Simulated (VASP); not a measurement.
Here is a VASP 6.6.1 calculation.

POSCAR

```
NaI
1.0
    0.0000000000      3.5431916810      3.5431916810
    3.5431916810      0.0000000000      3.5431916810
    3.5431916810      3.5431916810      0.0000000000
Na I
1 1
Direct
    0.0000000000      0.0000000000      0.0000000000
    0.2500000000      0.2500000000      0.2500000000
```

File INCAR.step1:

```
SYSTEM = NaI
ALGO = Normal
EDIFF = 1E-4
ENCUT = 520
GGA = PE
ISMEAR = 0
LASPH = .TRUE.
LCHARG = .FALSE.
LREAL = .FALSE.
LWAVE = .TRUE.
NBANDS = 14
NELM = 80
PREC = Accurate
SIGMA = 0.001
```

Contents of INCAR.step2:

```
SYSTEM = NaI
ALGO = Normal
EDIFF = 1E-6
ENCUT = 520
ISIF = 2
ISMEAR = 0
ISTART = 1
LASPH = .TRUE.
LCHARG = .FALSE.
LMIXTAU = .TRUE.
LREAL = .FALSE.
LWAVE = .FALSE.
METAGGA = R2SCAN
NBANDS = 14
NELM = 80
PREC = Accurate
SIGMA = 0.001
```

File KPOINTS:

```
k-points
0
G
  4 4 4
  0 0 0
```

Potentials or basis: VASP PAW PBE potentials, release 64 (Na_pv, I).

Run with:

```sh
$ cat potpaw_PBE.64/Na_pv/POTCAR potpaw_PBE.64/I/POTCAR > POTCAR
$ cp INCAR.step1 INCAR
$ mpirun -np 1 vasp_std > vasp.out
$ cp INCAR.step2 INCAR
$ mpirun -np 1 vasp_std > vasp.out
```

Problem. Estimate the band gap on the k mesh.

Solution. 4.42 eV.

Problem. What does it give for the pressure?

Solution. -0.1 GPa.

Caveat: the structure was generated, so it needn't be the stable form of NaI; the PAW data sets were made with another functional, which shifts forces and pressure a little; spin-orbit coupling is left out, which moves the levels of the heavy elements.
